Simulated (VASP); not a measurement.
# ZnS (F-43m) in VASP: a series of runs

ZnS is run at these levels: PBE-based screened hybrid with 30 % exact exchange, HSE06; tasks: single point.

Everything below comes from runs of VASP 6.6.1. Logs are shortened: lines on timing, memory, paths and dates and some standing lists are left out, and cuts for length are marked.

**What was measured.**

From “Electronic, vibrational, and thermodynamic properties of ZnS (zincblende and rocksalt structure)”, 2009, arxiv:0911.5022, for a bulk crystal of ZnS at 19 K: band gap 3.85 eV (direct).

The runs below are set against these values where they give the same quantity.

## Step 1: The cell of the first run

The structure is cubic, space group F-43m (No. 216). The conventional cell has a = 5.404 Å, b = 5.404 Å, c = 5.404 Å, α = 90.00°, β = 90.00°, γ = 90.00°. Within 3.1 Å of Zn (site symmetry -43m) lie 4 S at 2.34 Å. Within 3.1 Å of S (site symmetry -43m) lie 4 Zn at 2.34 Å.

## Step 2: Single point, PBE-based screened hybrid with 30 % exact exchange

POSCAR

```
ZnS
1.0
    0.0000000000      2.7020000000      2.7020000000
    2.7020000000      0.0000000000      2.7020000000
    2.7020000000      2.7020000000      0.0000000000
Zn S
1 1
Direct
    0.7500000000      0.7500000000      0.7500000000
    0.0000000000      0.0000000000      0.0000000000
```

INCAR.step1

```
SYSTEM = ZnS
  ALGO = Normal
  EDIFF = 1E-5
  ENCUT = 520
  GGA = PE
  ISIF = 2
  ISMEAR = -1
  LASPH = .TRUE.
  LCHARG = .FALSE.
  LREAL = .FALSE.
  LWAVE = .TRUE.
  NBANDS = 16
  NELM = 100
  PREC = Accurate
  SIGMA = 0.05
```

INCAR.step2

```
SYSTEM = ZnS
  AEXX = 0.3
  ALGO = Normal
  EDIFF = 1E-6
  ENCUT = 520
  GGA = PE
  HFSCREEN = 0.2
  ISIF = 2
  ISMEAR = -1
  ISTART = 1
  LASPH = .TRUE.
  LCHARG = .FALSE.
  LHFCALC = .TRUE.
  LREAL = .FALSE.
  LWAVE = .FALSE.
  NBANDS = 16
  NELM = 100
  PREC = Accurate
  PRECFOCK = Normal
  SIGMA = 0.05
```

KPOINTS

```
k-points
0
G
  5 5 5
  0 0 0
```

Potentials or basis: VASP PAW PBE potentials, release 64 (Zn, S).

Started as:

```
> cat potpaw_PBE.64/Zn/POTCAR potpaw_PBE.64/S/POTCAR > POTCAR
> cp INCAR.step1 INCAR
> mpirun -np 1 vasp_std > vasp.out
> cp INCAR.step2 INCAR
> mpirun -np 1 vasp_std > vasp.out
```

OUTCAR:

```text
SYSTEM = ZnS
   AEXX = 0.3
   EDIFF = 1E-6
   ENCUT = 520
   GGA = PE
   HFSCREEN = 0.2
   ISIF = 2
   ISMEAR = -1
   ISTART = 1
   LASPH = .TRUE.
   LHFCALC = .TRUE.
   LREAL = .FALSE.
   NELM = 100
   PREC = Accurate
   PRECFOCK = Normal

 ion  position               nearest neighbor table
   1  0.750  0.750  0.750-   2 2.34   2 2.34   2 2.34   2 2.34
   2  0.000  0.000  0.000-   1 2.34   1 2.34   1 2.34   1 2.34

  LATTYP: Found a face centered cubic cell.
 ALAT       =     5.4040000000

  Lattice vectors:

 A1 = (   0.0000000000,   2.7020000000,   2.7020000000)
 A2 = (   2.7020000000,   0.0000000000,   2.7020000000)
 A3 = (   2.7020000000,   2.7020000000,   0.0000000000)

Analysis of symmetry for initial positions (statically):
=====================================================================
 Subroutine PRICEL returns:
 Original cell was already a primitive cell.

 Routine SETGRP: Setting up the symmetry group for a
 face centered cubic supercell.

 Subroutine GETGRP returns: Found 24 space group operations
 (whereof 24 operations were pure point group operations)
 out of a pool of 48 trial point group operations.

The static configuration has the point symmetry T_d .

Analysis of symmetry for dynamics (positions and initial velocities):
=====================================================================
 Subroutine PRICEL returns:
 Original cell was already a primitive cell.

 Routine SETGRP: Setting up the symmetry group for a
 face centered cubic supercell.

 Subroutine GETGRP returns: Found 24 space group operations
 (whereof 24 operations were pure point group operations)
 out of a pool of 48 trial point group operations.

The dynamic configuration has the point symmetry T_d .

 Subroutine INISYM returns: Found 24 space group operations
 (whereof 24 operations are pure point group operations),
 and found     1 'primitive' translations

----------------------------------------------------------------------------------------

                                     Primitive cell

  volume of cell :      39.4535

  direct lattice vectors                    reciprocal lattice vectors
[... 73 lines left out ...]
   LREAL  =      F    real-space projection
   EDIFFG = 0.1E-04   stopping-criterion for IOM
   NSW    =      0    number of steps for IOM
   IBRION =     -1    ionic relax: 0-MD 1-quasi-New 2-CG
   NFREE  =      0    steps in history (QN), initial steepest desc. (CG)
   ISIF   =      2    stress and relaxation
   ISYM   =      3    0-nonsym 1-usesym 2-fastsym
   POTIM  = 0.5000    time-step for ionic-motion
   TEBEG  =    0.0;   TEEND  =   0.0 temperature during run
   PSTRESS=    0.0 pullay stress
   NELECT =      18.0000    total number of electrons
   NUPDOWN=      -1.0000    fix difference up-down
   EMIN   =  10.00;   EMAX   =-10.00  energy-range for DOS
   EFERMI =   0.00;   METHOD = LEGACY
   ISMEAR =    -1;   SIGMA  =   0.05  broadening in eV -4-tet -1-fermi 0-gaus
   EFERMI_NEDOS =   21; number of points for ismear=-14 and -15
   IALGO  =     38    algorithm
   IMIX   =      1    mixing-type and parameters
     AMIX     =   0.40;   BMIX     =  1.00
     AMIX_MAG =   1.60;   BMIX_MAG =  1.00
  volume/ion in A,a.u.               =      19.73       133.12
  Fermi-wavevector in a.u.,A,eV,Ry     =   1.260290  2.381602 21.610537  1.588330
  Thomas-Fermi vector in A             =   2.393807
   LORBIT       =      0    0 simple, 1 ext, 2 COOP (PROOUT), +10 PAW based schemes
   GGA     = PE    functional components
   LHFCALC =     T    Hartree Fock is set to
   PRECFOCK=normal    Normal, Fast or Accurate (Low or Medium for compatibility)
   ENCUT4O =  -1.0   cutoff for four orbital integrals eV
   NKREDX  =     1    reduce k-point grid by
   NKREDY  =     1    reduce k-point grid by
   NKREDZ  =     1    reduce k-point grid by
   AEXX    =    0.3000 exact exchange contribution
   HFSCREEN=    0.2000 screening length (either q_TF or 0.3 A-1)
   HFSCREENC=   0.2000 screening length for correlation (either q_TF or 0.3 A-1)
   ENCUTFOCK=  -1.0 apply spherical cutoff to Coloumb kernel
   IVDW    =     0    specifies the selected vdW correction
   LEPSILON=     F    determine dielectric tensor
   LRPA    =     F    only Hartree local field effects (RPA)
 non-spin polarized calculation
  energy-cutoff  :      520.00
  volume of cell :       39.45
 maximum number of plane-waves:      1073
  NGX = 24; NGY = 24; NGZ = 24

 number of electron      18.0000000 magnetization

 Free energy of the ion-electron system (eV)
  ---------------------------------------------------
  ext. energy  EPLUGINS =         0.00000000
  ---------------------------------------------------
  free energy    TOTEN  =        -8.71718739 eV

  energy without entropy =       -8.71718739  energy(sigma->0) =       -8.71718739

 E-fermi :   2.3023     XC(G=0):  -7.6247

 val. band max:        1.2221250429   @ k =   0.0000   0.0000   0.0000
 cond. band min:       4.8272606656   @ k =   0.0000   0.0000   0.0000
 fundamental gap:      3.6051356227
 Fermi energy:         2.3022962827

 k-point     1 :       0.0000    0.0000    0.0000
  band No.  band energies     occupation
      1     -13.3361      2.00000
      2      -6.9435      2.00000
      3      -6.9435      2.00000
      4      -6.9435      2.00000
      5      -6.5071      2.00000
      6      -6.5071      2.00000
[... 167 lines left out ...]
      3      -6.7402      2.00000
      4      -6.5843      2.00000
      5      -6.4913      2.00000
      6      -6.1771      2.00000
[... 8 lines left out ...]
     15      16.4593      0.00000
     16      18.8677      0.00000

------------------------ aborting loop because EDIFF is reached ----------------------------------------

  FORCE on cell =-STRESS in cart. coord.  units (eV):
  Direction    XX          YY          ZZ          XY          YZ          ZX
  --------------------------------------------------------------------------------------
  -------------------------------------------------------------------------------------
  Total        0.1994506      0.1994506      0.1994506      0.0000000      0.0000000      0.0000000
  in kB        8.0995305      8.0995305      8.0995305      0.0000000      0.0000000      0.0000000
  external PRESSURE =       8.0995305 kB  Pullay stress =       0.0000000 kB

 VOLUME and BASIS-vectors are now :
 -----------------------------------------------------------------------------
  energy-cutoff  :      520.00
  volume of cell :       39.45
      direct lattice vectors                 reciprocal lattice vectors
     0.000000000  2.702000000  2.702000000    -0.185048113  0.185048113  0.185048113
     2.702000000  0.000000000  2.702000000     0.185048113 -0.185048113  0.185048113
     2.702000000  2.702000000  0.000000000     0.185048113  0.185048113 -0.185048113

 POSITION                                       TOTAL-FORCE (eV/Angst)
 -----------------------------------------------------------------------------------
      4.05300      4.05300      4.05300        -0.000000     -0.000000      0.000000
      0.00000      0.00000      0.00000         0.000000      0.000000     -0.000000
 -----------------------------------------------------------------------------------
    total drift:                                0.000130      0.000084      0.000069

  FREE ENERGIE OF THE ION-ELECTRON SYSTEM (eV)
  ---------------------------------------------------
  free  energy   TOTEN  =        -8.7171873866 eV

  energy  without entropy=       -8.7171873866  energy(sigma->0) =       -8.71718739
```

OUTCAR.step1:

```text
SYSTEM = ZnS
   EDIFF = 1E-5
   ENCUT = 520
   GGA = PE
   ISIF = 2
   ISMEAR = -1
   LASPH = .TRUE.
[... 393 lines left out ...]
      4.05300      4.05300      4.05300         0.000000     -0.000000      0.000000
      0.00000      0.00000      0.00000        -0.000000      0.000000     -0.000000
 -----------------------------------------------------------------------------------
    total drift:                                0.000001      0.000001      0.000001

  FREE ENERGIE OF THE ION-ELECTRON SYSTEM (eV)
  ---------------------------------------------------
  free  energy   TOTEN  =        -6.8358204052 eV

  energy  without entropy=       -6.8358204051  energy(sigma->0) =       -6.83582041
```

It took 29 min on 1 thread of Intel Xeon 8259CL, shared host; peak memory 0.26 GiB.

Results:

| Property | Result |
| --- | --- |
| Free energy | -8.7172 eV |
| Pressure | 0.8 GPa |
| Band gap on the k mesh | 3.61 eV |

Caveat: the PAW data sets were made with another functional, which shifts forces and pressure a little.

## Step 3: Single point, HSE06

POSCAR is that of step 2.

INCAR.step1

```
  PREC = Accurate
  ENCUT = 520
  EDIFF = 1E-5
  ISMEAR = -1
  SIGMA = 0.05
  LREAL = False
  LASPH = True
  NELM = 100
  ALGO = Normal
  ISIF = 2
  LWAVE = True
  LCHARG = False
  GGA = PE
  NBANDS = 16
```

INCAR.step2

```
  PREC = Accurate
  ENCUT = 520
  EDIFF = 1E-7
  ISMEAR = -1
  SIGMA = 0.05
  LREAL = False
  LASPH = True
  NELM = 100
  ALGO = Normal
  ISIF = 2
  LWAVE = False
  LCHARG = False
  GGA = PE
  LHFCALC = True
  HFSCREEN = 0.2079
  PRECFOCK = Normal
  ISTART = 1
  NBANDS = 16
```

KPOINTS

```
Automatic mesh
0
Gamma
  5 5 5
```

Potentials or basis: VASP PAW PBE potentials, release 64 (Zn, S).

Started as:

```
> cat potpaw_PBE.64/Zn/POTCAR potpaw_PBE.64/S/POTCAR > POTCAR
> cp INCAR.step1 INCAR
> mpirun -np 1 vasp_std > vasp.out
> cp INCAR.step2 INCAR
> mpirun -np 1 vasp_std > vasp.out
```

Wall time 12 min (1 thread of AMD EPYC 9R45 (Zen 5), shared host); peak memory 0.23 GiB.

Results (log left out):

```yaml
Free_energy: -8.3659 eV
Pressure: 1.0 GPa
Band_gap_on_the_k_mesh: 3.33 eV
```

Levels at points of the mesh, in eV from the valence-band top:
```csv
k point,band 5,band 6,band 7,band 8,band 9,band 10,band 11,band 12,band 13,band 14
"(0.00, 0.00, 0.00)",-7.41,-7.41,0.00,0.00,0.00,3.33,7.68,7.68,7.68,13.19
```

Caveat: the PAW data sets were made with another functional, which shifts forces and pressure a little.

## Step 4: Single point, HSE06

POSCAR is that of step 3.

INCAR.step1

```
SYSTEM = ZnS
PREC     = Accurate       ! precision mode
ENCUT    = 520            ! plane-wave cutoff, eV
EDIFF    = 1E-5           ! SCF threshold, eV
ISMEAR   = -1             ! smearing method
SIGMA    = 0.05           ! smearing width, eV
LREAL    = .FALSE.        ! projectors in reciprocal space
LASPH    = .TRUE.         ! aspherical terms in the spheres
NELM     = 60             ! most SCF steps
ALGO     = Normal         ! electronic algorithm
ISIF     = 2              ! what is computed and relaxed
LWAVE    = .TRUE.         ! write WAVECAR
LCHARG   = .FALSE.        ! write CHGCAR
NBANDS   = 16             ! bands
GGA      = PE             ! functional
```

INCAR.step2

```
SYSTEM = ZnS
PREC     = Accurate       ! precision mode
ENCUT    = 520            ! plane-wave cutoff, eV
EDIFF    = 1E-7           ! SCF threshold, eV
ISMEAR   = -1             ! smearing method
SIGMA    = 0.05           ! smearing width, eV
LREAL    = .FALSE.        ! projectors in reciprocal space
LASPH    = .TRUE.         ! aspherical terms in the spheres
NELM     = 60             ! most SCF steps
ALGO     = Normal         ! electronic algorithm
ISIF     = 2              ! what is computed and relaxed
LWAVE    = .FALSE.        ! write WAVECAR
LCHARG   = .FALSE.        ! write CHGCAR
GGA      = PE             ! functional
LHFCALC  = .TRUE.         ! exact exchange
HFSCREEN = 0.2079         ! screening, 1/A
PRECFOCK = Normal       
NBANDS   = 16             ! bands
ISTART   = 1
```

KPOINTS

```
Automatic mesh
0
G
  5 5 5
  0 0 0
```

Started as:

```
> cat potpaw_PBE.64/Zn/POTCAR potpaw_PBE.64/S/POTCAR > POTCAR
> cp INCAR.step1 INCAR
> mpirun -np 1 vasp_std > vasp.out
> cp INCAR.step2 INCAR
> mpirun -np 1 vasp_std > vasp.out
```

Run time: 13 min. Hardware: 1 thread of AMD EPYC 9R45 (Zen 5), shared host; peak memory 0.23 GiB.

It converged, with:

```
Free energy            : -8.3659 eV
Pressure               : 1.0 GPa
Band gap on the k mesh : 3.33 eV
```

Levels at points of the mesh, in eV from the valence-band top:
```tsv
k point	band 5	band 6	band 7	band 8	band 9	band 10	band 11	band 12	band 13	band 14
(0.00, 0.00, 0.00)	-7.41	-7.41	0.00	0.00	0.00	3.33	7.68	7.68	7.68	13.19
```

Caveat: the PAW data sets were made with another functional, which shifts forces and pressure a little.

## Step 5: How close it comes

Step 2. Against the measured gap of ZnS, 3.85 eV (direct; 19 K; quoted in “Electronic, vibrational, and thermodynamic properties of ZnS (zincblende and rocksalt structure)”, 2009, arxiv:0911.5022), the calculated 3.61 eV is off by -0.24 eV. The value is that of PBE-based screened hybrid with 30 % exact exchange, without temperature or zero-point motion.

Step 3. A measured gap of ZnS is 3.85 eV (direct; 19 K; quoted in “Electronic, vibrational, and thermodynamic properties of ZnS (zincblende and rocksalt structure)”, 2009, arxiv:0911.5022); the calculated 3.33 eV misses it by -0.52 eV. The value is that of HSE06, without temperature or zero-point motion.

Step 4. Measured gap of ZnS: 3.85 eV (direct; 19 K; quoted in “Electronic, vibrational, and thermodynamic properties of ZnS (zincblende and rocksalt structure)”, 2009, arxiv:0911.5022). This calculation gives 3.33 eV (-0.52 eV). The value is that of HSE06, without temperature or zero-point motion.
